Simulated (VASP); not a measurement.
# Na (P6_3/mmc) in VASP: notebook, part 2 of 3

VASP 6.6.1. The steps go on from the part before.

### 3 Single point, LDA

This run uses another cell than the first one, of 21.06 Å³/atom, 1.111 times its volume.

INCAR reads:

```
PREC = Accurate ; ENCUT = 520
EDIFF = 1E-6 ; ISMEAR = -1
SIGMA = 0.1 ; LREAL = False
LASPH = True ; NELM = 80
ALGO = Normal ; ISIF = 2
LWAVE = False ; LCHARG = False
NBANDS = 14
```

KPOINTS reads:

```
Automatic mesh
0
Gamma
  14 14 8
```

POSCAR reads:

```
Na
1.0
    3.0981918562      0.0000000000      0.0000000000
   -1.5490959281      2.6831128533      0.0000000000
    0.0000000000      0.0000000000      5.0673672410
Na
2
Direct
    0.3333333333      0.6666666667      0.2500000000
    0.6666666667      0.3333333333      0.7500000000
```

Potentials or basis: VASP PAW LDA potentials, release 64 (Na_pv).

Launch:

```console
$ cat potpaw_LDA.64/Na_pv/POTCAR > POTCAR
$ mpirun -np 1 vasp_std > vasp.out
```

OUTCAR:

```text
PREC = Accurate
   ENCUT = 520
   EDIFF = 1E-6
   ISMEAR = -1
   LREAL = False
   LASPH = True
   NELM = 80
   ISIF = 2

 ion  position               nearest neighbor table
   1  0.333  0.667  0.250-
   2  0.667  0.333  0.750-

  LATTYP: Found a hexagonal cell.
 ALAT       =     3.0981918562
 C/A-ratio  =     1.6355885872

  Lattice vectors:

 A1 = (   3.0981918562,   0.0000000000,   0.0000000000)
 A2 = (  -1.5490959281,   2.6831128533,   0.0000000000)
 A3 = (   0.0000000000,   0.0000000000,   5.0673672410)

Analysis of symmetry for initial positions (statically):
=====================================================================
 Subroutine PRICEL returns:
 Original cell was already a primitive cell.

 Routine SETGRP: Setting up the symmetry group for a
 hexagonal supercell.

 Subroutine GETGRP returns: Found 24 space group operations
 (whereof 12 operations were pure point group operations)
 out of a pool of 24 trial point group operations.

The static configuration has the point symmetry D_3d.
 The point group associated with its full space group is D_6h.

[... 172 lines left out ...]
      3     -22.4382      2.00000
      4     -22.4103      2.00000
      5     -22.4102      2.00000
      6     -22.4102      2.00000
      7      -2.3451      2.00000
      8       3.0269      0.00267
      9       3.8805      0.00000
     10      15.7928      0.00000
     11      15.7928      0.00000
     12      16.3700      0.00000
     13      16.9570      0.00000
     14      16.9570      0.00000
[... 377 lines left out ...]
      1     -22.5852      2.00000
      2     -22.5487      2.00000
      3     -22.5440      2.00000
      4     -22.5040      2.00000
      5     -22.5033      2.00000
      6     -22.4850      2.00000
      7       3.6701      0.00000
      8       4.1774      0.00000
      9       5.2627      0.00000
     10       8.2359      0.00000
     11       8.7916      0.00000
     12       9.5066      0.00000
     13       9.9007      0.00000
     14      12.3223      0.00000

 [... further k-points ...]

------------------------ aborting loop because EDIFF is reached ----------------------------------------

  FORCE on cell =-STRESS in cart. coord.  units (eV):
  Direction    XX          YY          ZZ          XY          YZ          ZX
  --------------------------------------------------------------------------------------
  -------------------------------------------------------------------------------------
  Total        2.6023091      2.6023091      2.6083176      0.0000000     -0.0000000      0.0000000
  in kB       98.9782648     98.9782648     99.2067962      0.0000000     -0.0000000      0.0000000
  external PRESSURE =      99.0544419 kB  Pullay stress =       0.0000000 kB

 VOLUME and BASIS-vectors are now :
 -----------------------------------------------------------------------------
  energy-cutoff  :      520.00
  volume of cell :       42.12
      direct lattice vectors                 reciprocal lattice vectors
     3.098191856  0.000000000  0.000000000     0.322768907  0.186350716  0.000000000
    -1.549095928  2.683112853  0.000000000     0.000000000  0.372701431  0.000000000
     0.000000000  0.000000000  5.067367241     0.000000000  0.000000000  0.197341134

 POSITION                                       TOTAL-FORCE (eV/Angst)
 -----------------------------------------------------------------------------------
     -0.00000      1.78874      1.26684         0.000000      0.000000      0.000000
      1.54910      0.89437      3.80053        -0.000000     -0.000000     -0.000000
 -----------------------------------------------------------------------------------
    total drift:                               -0.000000      0.000000      0.000000

  FREE ENERGIE OF THE ION-ELECTRON SYSTEM (eV)
  ---------------------------------------------------
  free  energy   TOTEN  =        -2.3948058230 eV

  energy  without entropy=       -2.3725558856  energy(sigma->0) =       -2.38368085
```

OSZICAR:

```text
N       E                     dE             d eps       ncg     rms          rms(c)
DAV:   1     0.106278695334E+03    0.10628E+03   -0.79962E+03  3360   0.115E+03
DAV:   2     0.140806108849E+01   -0.10487E+03   -0.10314E+03  3522   0.306E+02
DAV:   3    -0.236775392689E+01   -0.37758E+01   -0.37724E+01  4212   0.615E+01
DAV:   4    -0.241124535258E+01   -0.43491E-01   -0.43490E-01  3816   0.733E+00
DAV:   5    -0.241201144611E+01   -0.76609E-03   -0.76609E-03  4158   0.935E-01    0.510E-01
DAV:   6    -0.240147702402E+01    0.10534E-01   -0.20400E-03  4152   0.718E-01    0.314E-01
DAV:   7    -0.239485763097E+01    0.66194E-02   -0.27209E-03  4470   0.705E-01    0.367E-02
DAV:   8    -0.239480515947E+01    0.52472E-04   -0.30014E-04  4266   0.293E-01    0.437E-03
DAV:   9    -0.239480582303E+01   -0.66357E-06   -0.35575E-06  3732   0.266E-02
   1 F= -.23948058E+01 E0= -.23836809E+01  d E =-.222499E-01
```

Run time: 14 s. Hardware: 1 thread of Intel Xeon 6975P-C (Granite Rapids), shared host; peak memory 0.17 GiB.

What came out:

```
Free energy            : -2.3948 eV
Pressure               : 9.9 GPa
Band gap on the k mesh : zero (band 7 reaches 4.81 eV, above the bottom of band 8 at -0.81 eV)
```

Levels at points of the mesh, in eV from the Fermi level:
| k point | band 4 | band 5 | band 6 | band 7 | band 8 | band 9 | band 10 | band 11 |
| --- | --- | --- | --- | --- | --- | --- | --- | --- |
| (0.00, 0.00, 0.00) | -24.78 | -24.78 | -24.78 | -4.71 | 0.66 | 1.52 | 13.43 | 13.43 |
| (0.50, 0.00, 0.00) | -24.85 | -24.83 | -24.80 | 0.25 | 0.65 | 4.72 | 5.40 | 6.17 |
| (0.00, 0.00, 0.50) | -24.79 | -24.79 | -24.79 | -3.18 | -3.18 | 7.57 | 7.57 | 14.08 |
| (0.50, 0.00, 0.50) | -24.83 | -24.83 | -24.83 | 1.40 | 1.40 | 2.24 | 2.24 | 9.98 |

### 4 Single point, LDA

This run uses another cell than the first one, of 22.87 Å³/atom, 1.206 times its volume.

INCAR reads:

```
ALGO = Normal
EDIFF = 1E-6
ENCUT = 520
ISIF = 2
ISMEAR = -1
LASPH = T
LCHARG = T
LELF = T
LREAL = F
LVHAR = T
LWAVE = F
NBANDS = 14
NELM = 80
PREC = Accurate
SIGMA = 0.1
```

KPOINTS reads:

```
k-points
0
Gamma
  14 14 8
```

POSCAR reads:

```
Na
1.0
    3.1843861995      0.0000000000      0.0000000000
   -1.5921930998      2.7577593443      0.0000000000
    0.0000000000      0.0000000000      5.2088493520
Na
2
Direct
    0.3333333333      0.6666666667      0.2500000000
    0.6666666667      0.3333333333      0.7500000000
```

Potentials or basis: VASP PAW LDA potentials, release 64 (Na_pv).

Launch:

```console
$ cat potpaw_LDA.64/Na_pv/POTCAR > POTCAR
$ mpirun -np 1 vasp_std > vasp.out
```

OUTCAR:

```text
EDIFF = 1E-6
   ENCUT = 520
   ISIF = 2
   ISMEAR = -1
   LASPH = T
   LREAL = F
   NELM = 80
   PREC = Accurate

 ion  position               nearest neighbor table
   1  0.333  0.667  0.250-
   2  0.667  0.333  0.750-

  LATTYP: Found a hexagonal cell.
 ALAT       =     3.1843861995
 C/A-ratio  =     1.6357467423

  Lattice vectors:

 A1 = (   3.1843861995,   0.0000000000,   0.0000000000)
 A2 = (  -1.5921930998,   2.7577593443,   0.0000000000)
[... 585 lines left out ...]
      8       3.6586      0.00000
      9       4.7167      0.00000
     10       7.6707      0.00000
     11       8.0877      0.00000
     12       8.7311      0.00000
     13       9.1803      0.00000
     14      11.2290      0.00000

 [... further k-points ...]
[... 5 lines left out ...]
  --------------------------------------------------------------------------------------
  -------------------------------------------------------------------------------------
  Total        1.9825126      1.9825126      1.9849140     -0.0000000      0.0000000      0.0000000
  in kB       69.4388714     69.4388714     69.5229802     -0.0000000      0.0000000      0.0000000
  external PRESSURE =      69.4669077 kB  Pullay stress =       0.0000000 kB

 VOLUME and BASIS-vectors are now :
 -----------------------------------------------------------------------------
  energy-cutoff  :      520.00
  volume of cell :       45.74
      direct lattice vectors                 reciprocal lattice vectors
     3.184386200  0.000000000  0.000000000     0.314032262  0.181306611  0.000000000
    -1.592193100  2.757759344  0.000000000     0.000000000  0.362613222  0.000000000
     0.000000000  0.000000000  5.208849352     0.000000000  0.000000000  0.191980979

 POSITION                                       TOTAL-FORCE (eV/Angst)
 -----------------------------------------------------------------------------------
     -0.00000      1.83851      1.30221         0.000000      0.000000     -0.000000
      1.59219      0.91925      3.90664        -0.000000     -0.000000      0.000000
 -----------------------------------------------------------------------------------
    total drift:                               -0.000000      0.000000      0.000000

  FREE ENERGIE OF THE ION-ELECTRON SYSTEM (eV)
  ---------------------------------------------------
  free  energy   TOTEN  =        -2.5853057664 eV

  energy  without entropy=       -2.5621207161  energy(sigma->0) =       -2.57371324
```

Wall time 15 s (1 thread of Intel Xeon 6975P-C (Granite Rapids), shared host); peak memory 0.17 GiB.

What came out:

```
Free energy            : -2.5853 eV
Pressure               : 6.9 GPa
Band gap on the k mesh : zero (band 7 reaches 4.30 eV, above the bottom of band 8 at -1.08 eV)
```

(Continued in part 3 of 3.)
